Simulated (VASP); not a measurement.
# Cs (P6_3/mmc) in VASP: notebook, part 2 of 2

VASP 6.6.1. Earlier steps stand in the parts before.

## (3) Single point, RPBE (147.14 Å³/atom)

This run uses another cell than the first one, of 147.14 Å³/atom.

Contents of INCAR:

```
PREC = Accurate ; ENCUT = 520
EDIFF = 1E-7 ; ISMEAR = -1
SIGMA = 0.1 ; LREAL = F
LASPH = T ; NELM = 60
ALGO = Normal ; ISIF = 2
LWAVE = F ; LCHARG = T
GGA = RP ; LELF = T
LVHAR = T ; NBANDS = 26
```

Contents of KPOINTS:

```
regular mesh
0
Gamma
  7 7 2
```

Contents of POSCAR:

```
Cs
1.0
    5.9161455528      0.0000000000      0.0000000000
   -2.9580727764      5.1235323412      0.0000000000
    0.0000000000      0.0000000000     19.4171150988
Cs
4
Direct
    1.0000000000      0.0000000000      1.0000000000
    1.0000000000      0.0000000000      0.5000000000
    0.3333333333      0.6666666667      0.2500000000
    0.6666666667      0.3333333333      0.7500000000
```

Potentials or basis: VASP PAW PBE potentials, release 64 (Cs_sv).

Started as:

```bash
cat potpaw_PBE.64/Cs_sv/POTCAR > POTCAR
mpirun -np 1 vasp_std > vasp.out
```

OUTCAR:

```text
PREC = Accurate
   ENCUT = 520
   EDIFF = 1E-7
   ISMEAR = -1
   LREAL = F
   LASPH = T
   NELM = 60
   ISIF = 2
   GGA = RP

 ion  position               nearest neighbor table
   1  0.000  0.000  0.000-
   2  0.000  0.000  0.500-
   3  0.333  0.667  0.250-
   4  0.667  0.333  0.750-

  LATTYP: Found a hexagonal cell.
 ALAT       =     5.9161455528
 C/A-ratio  =     3.2820550011

  Lattice vectors:

 A1 = (   5.9161455528,   0.0000000000,   0.0000000000)
 A2 = (  -2.9580727764,   5.1235323412,   0.0000000000)
 A3 = (   0.0000000000,   0.0000000000,  19.4171150988)

Analysis of symmetry for initial positions (statically):
=====================================================================
 Subroutine PRICEL returns:
 Original cell was already a primitive cell.

 Routine SETGRP: Setting up the symmetry group for a
 hexagonal supercell.

 Subroutine GETGRP returns: Found 24 space group operations
 (whereof 12 operations were pure point group operations)
 out of a pool of 24 trial point group operations.

The static configuration has the point symmetry D_3d.
 The point group associated with its full space group is D_6h.

Analysis of symmetry for dynamics (positions and initial velocities):
=====================================================================
 Subroutine PRICEL returns:
 Original cell was already a primitive cell.

 Routine SETGRP: Setting up the symmetry group for a
 hexagonal supercell.

 Subroutine GETGRP returns: Found 24 space group operations
 (whereof 12 operations were pure point group operations)
 out of a pool of 24 trial point group operations.

The dynamic configuration has the point symmetry D_3d.
 The point group associated with its full space group is D_6h.
[... 106 lines left out ...]
   NUPDOWN=      -1.0000    fix difference up-down
   EMIN   =  10.00;   EMAX   =-10.00  energy-range for DOS
   EFERMI =   0.00;   METHOD = LEGACY
   ISMEAR =    -1;   SIGMA  =   0.10  broadening in eV -4-tet -1-fermi 0-gaus
   EFERMI_NEDOS =   21; number of points for ismear=-14 and -15
   IALGO  =     38    algorithm
   IMIX   =      4    mixing-type and parameters
     AMIX     =   0.40;   BMIX     =  1.00
     AMIX_MAG =   1.60;   BMIX_MAG =  1.00
  volume/ion in A,a.u.               =     147.14       992.95
  Fermi-wavevector in a.u.,A,eV,Ry     =   0.645027  1.218925  5.660840  0.416060
  Thomas-Fermi vector in A             =   1.712549
   LORBIT       =      0    0 simple, 1 ext, 2 COOP (PROOUT), +10 PAW based schemes
   GGA     = RP    functional components
   LHFCALC =     F    Hartree Fock is set to
   AEXX    =    0.0000 exact exchange contribution
   IVDW    =     0    specifies the selected vdW correction
   LEPSILON=     F    determine dielectric tensor
   LRPA    =     F    only Hartree local field effects (RPA)
 non-spin polarized calculation
  energy-cutoff  :      520.00
  volume of cell :      588.56
 maximum number of plane-waves:     15891
 NGX is ok and might be reduce to    48
   NGX = 21   NGY = 21   NGZ = 73

 number of electron      36.0000000 magnetization

 Free energy of the ion-electron system (eV)
  ---------------------------------------------------
  ext. energy  EPLUGINS =         0.00000000
  ---------------------------------------------------
  free energy    TOTEN  =        -3.01127091 eV

  energy without entropy =       -2.84705121  energy(sigma->0) =       -2.92916106

 E-fermi :   0.0319     XC(G=0):  -4.7051

 val. band max:        0.0096375187   @ k =   0.1429   0.1429   0.5000
 cond. band min:       0.0734076557   @ k =   0.0000   0.0000   0.0000
 fundamental gap:      0.0637701370
 Fermi energy:         0.0319180020

 k-point     1 :       0.0000    0.0000    0.0000
  band No.  band energies     occupation
      1     -24.0294      2.00000
      2     -24.0288      2.00000
      3     -24.0283      2.00000
      4     -24.0277      2.00000
      5     -10.8655      2.00000
      6     -10.8399      2.00000
[... 453 lines left out ...]
     25       1.3413      0.00000
     26       1.3414      0.00000

------------------------ aborting loop because EDIFF is reached ----------------------------------------

  FORCE on cell =-STRESS in cart. coord.  units (eV):
  Direction    XX          YY          ZZ          XY          YZ          ZX
  --------------------------------------------------------------------------------------
  -------------------------------------------------------------------------------------
  Total       -0.5454444     -0.5454444     -0.5330398      0.0000000      0.0000000     -0.0000000
  in kB       -1.4848002     -1.4848002     -1.4510327      0.0000000      0.0000000     -0.0000000
  external PRESSURE =      -1.4735443 kB  Pullay stress =       0.0000000 kB

 VOLUME and BASIS-vectors are now :
 -----------------------------------------------------------------------------
  energy-cutoff  :      520.00
  volume of cell :      588.56
      direct lattice vectors                 reciprocal lattice vectors
     5.916145553  0.000000000  0.000000000     0.169028972  0.097588922  0.000000000
    -2.958072776  5.123532341  0.000000000     0.000000000  0.195177845  0.000000000
     0.000000000  0.000000000 19.417115099     0.000000000  0.000000000  0.051500956

 POSITION                                       TOTAL-FORCE (eV/Angst)
 -----------------------------------------------------------------------------------
      0.00000      0.00000      0.00000         0.000000     -0.000000      0.000000
      0.00000      0.00000      9.70856         0.000000     -0.000000      0.000000
     -0.00000      3.41569      4.85428         0.000000      0.000000      0.000000
      2.95807      1.70784     14.56284        -0.000000     -0.000000     -0.000000
 -----------------------------------------------------------------------------------
    total drift:                                0.000000     -0.000000     -0.000000

  FREE ENERGIE OF THE ION-ELECTRON SYSTEM (eV)
  ---------------------------------------------------
  free  energy   TOTEN  =        -3.0112709070 eV

  energy  without entropy=       -2.8470512128  energy(sigma->0) =       -2.92916106
```

OSZICAR:

```text
N       E                     dE             d eps       ncg     rms          rms(c)
DAV:   1     0.294759234658E+03    0.29476E+03   -0.11189E+04   848   0.979E+02
DAV:   2     0.485319679178E+02   -0.24623E+03   -0.24082E+03  1210   0.176E+02
DAV:   3    -0.143727625896E+01   -0.49969E+02   -0.49612E+02  1064   0.792E+01
DAV:   4    -0.295946751105E+01   -0.15222E+01   -0.15214E+01  1064   0.169E+01
DAV:   5    -0.297197018807E+01   -0.12503E-01   -0.12501E-01  1094   0.160E+00    0.373E-01
DAV:   6    -0.299161538613E+01   -0.19645E-01   -0.10140E-02  1088   0.407E-01    0.259E-01
DAV:   7    -0.301021976819E+01   -0.18604E-01   -0.23765E-02   946   0.650E-01    0.690E-02
DAV:   8    -0.301122128928E+01   -0.10015E-02   -0.14107E-03  1088   0.163E-01    0.271E-02
DAV:   9    -0.301127193106E+01   -0.50642E-04   -0.11172E-04  1038   0.463E-02    0.105E-02
DAV:  10    -0.301126751011E+01    0.44209E-05   -0.28024E-05  1088   0.207E-02    0.386E-03
DAV:  11    -0.301127036523E+01   -0.28551E-05   -0.80298E-06   948   0.117E-02    0.248E-03
DAV:  12    -0.301127076944E+01   -0.40421E-06   -0.94466E-07  1136   0.427E-03    0.292E-04
DAV:  13    -0.301127093747E+01   -0.16803E-06   -0.42826E-08   638   0.865E-04    0.140E-04
DAV:  14    -0.301127090704E+01    0.30432E-07   -0.11373E-08   560   0.455E-04
   1 F= -.30112709E+01 E0= -.29291611E+01  d E =-.164220E+00
```

Wall time 4.1 min (1 thread of Intel Xeon Platinum 8559C (Emerald Rapids), shared host); peak memory 0.73 GiB.

Results:

```
Free energy            : -3.0113 eV
Pressure               : -0.1 GPa
Band gap on the k mesh : zero (bands 18 and 19 overlap by 1.39 eV)
```

Caveat: the PAW data sets were made with another functional, which shifts forces and pressure a little; spin-orbit coupling is left out, which moves the levels of the heavy elements.

## (4) Single point, RPBE

This run uses another cell than the first one, of 131.38 Å³/atom.

Contents of INCAR:

```
PREC     = Accurate       # precision mode
ENCUT    = 520            # plane-wave cutoff, eV
EDIFF    = 1E-7           # SCF threshold, eV
ISMEAR   = -1             # smearing method
SIGMA    = 0.1            # smearing width, eV
LREAL    = False          # projectors in reciprocal space
LASPH    = True           # aspherical terms in the spheres
NELM     = 80             # most SCF steps
ALGO     = Normal         # electronic algorithm
ISIF     = 2              # what is computed and relaxed
LWAVE    = False          # write WAVECAR
LCHARG   = False          # write CHGCAR
GGA      = RP             # functional
NBANDS   = 26             # bands
```

Contents of KPOINTS:

```
regular mesh
0
Gamma
  9 9 3
```

Contents of POSCAR:

```
Cs
1.0
    5.6968245286      0.0000000000      0.0000000000
   -2.8484122643      4.9335947626      0.0000000000
    0.0000000000      0.0000000000     18.6972914345
Cs
4
Direct
    1.0000000000      0.0000000000      1.0000000000
    1.0000000000      0.0000000000      0.5000000000
    0.3333333333      0.6666666667      0.2500000000
    0.6666666667      0.3333333333      0.7500000000
```

Started as:

```bash
cat potpaw_PBE.64/Cs_sv/POTCAR > POTCAR
mpirun -np 1 vasp_std > vasp.out
```

Wall time 4.5 min (1 thread of Intel Xeon Platinum 8559C (Emerald Rapids), shared host); peak memory 0.63 GiB.

Results (log left out):

```
Free energy            : -3.0370 eV
Pressure               : 0.0 GPa
Band gap on the k mesh : zero (bands 18 and 19 overlap by 1.61 eV)
```

Levels at points of the mesh, in eV from the Fermi level:
```csv
k point,band 16,band 17,band 18,band 19,band 20,band 21
"(0.00, 0.00, 0.00)",-10.76,-1.53,-1.00,-1.00,0.02,0.61
```

Caveat: the PAW data sets were made with another functional, which shifts forces and pressure a little; spin-orbit coupling is left out, which moves the levels of the heavy elements.

## (5) Summary

| cell | k mesh | gap on the mesh (eV) | pressure (GPa) |
| --- | --- | --- | --- |
| a = 5.845, b = 5.845, c = 19.183 Å, angles 90.0, 90.0, 120.0°, 4 atoms | 7 × 7 × 2 | none | -0.1 |
| a = 5.916, b = 5.916, c = 19.417 Å, angles 90.0, 90.0, 120.0°, 4 atoms | 7 × 7 × 2 | none | -0.1 |
| a = 5.697, b = 5.697, c = 18.697 Å, angles 90.0, 90.0, 120.0°, 4 atoms | 9 × 9 × 3 | none | 0.0 |

Alike in all rows: task single point; level RPBE; potentials or basis VASP PAW PBE potentials, release 64 (Cs_sv); no spin polarisation; cutoff (eV) 520; smearing fermi-dirac 0.1 eV.

Caveats: the PAW data sets were made with another functional, which shifts forces and pressure a little; spin-orbit coupling is left out, which moves the levels of the heavy elements.

Absolute energies hang on the potentials; compare differences alone.
